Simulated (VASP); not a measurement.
Here is a VASP 6.6.1 calculation.

INCAR

```
SYSTEM = Sc3Al2
PREC = Accurate
ENCUT = 520
EDIFF = 1E-6
ISMEAR = 0
SIGMA = 0.1
LREAL = .FALSE.
LASPH = .TRUE.
NELM = 60
ALGO = Fast
ISIF = 2
LWAVE = .FALSE.
LCHARG = .TRUE.
GGA = PE
LELF = .TRUE.
LVHAR = .TRUE.
NBANDS = 28
```

File KPOINTS:

```
regular mesh
0
G
  4 4 4
  0 0 0
```

The input POSCAR:

```
Sc3Al2
1.0
    3.8294357500      0.0000000000      0.0000000000
    0.0000000000      3.8294357500      0.0000000000
    0.0000000000      0.0000000000      3.8294357500
Sc Al
3 2
Direct
    0.5000000000      0.0000000000      0.0000000000
    0.0000000000      0.5000000000      0.0000000000
    0.0000000000      0.0000000000      0.5000000000
    0.0000000000      0.0000000000      0.0000000000
    0.5000000000      0.5000000000      0.5000000000
```

Potentials or basis: VASP PAW PBE potentials, release 64 (Sc_sv, Al).

Launch:

```sh
$ cat potpaw_PBE.64/Sc_sv/POTCAR potpaw_PBE.64/Al/POTCAR > POTCAR
$ mpirun -np 1 vasp_std > vasp.out
```

(1) Predict the band gap on the k mesh.

(2) Predict the pressure.

Results:

(1) zero (an odd number of electrons rules out a gap without spin polarisation).

(2) 161.7 GPa.

Caveat: the k points lie up to 0.41 Å⁻¹ apart, too coarse for converged energies and pressures of a metal.
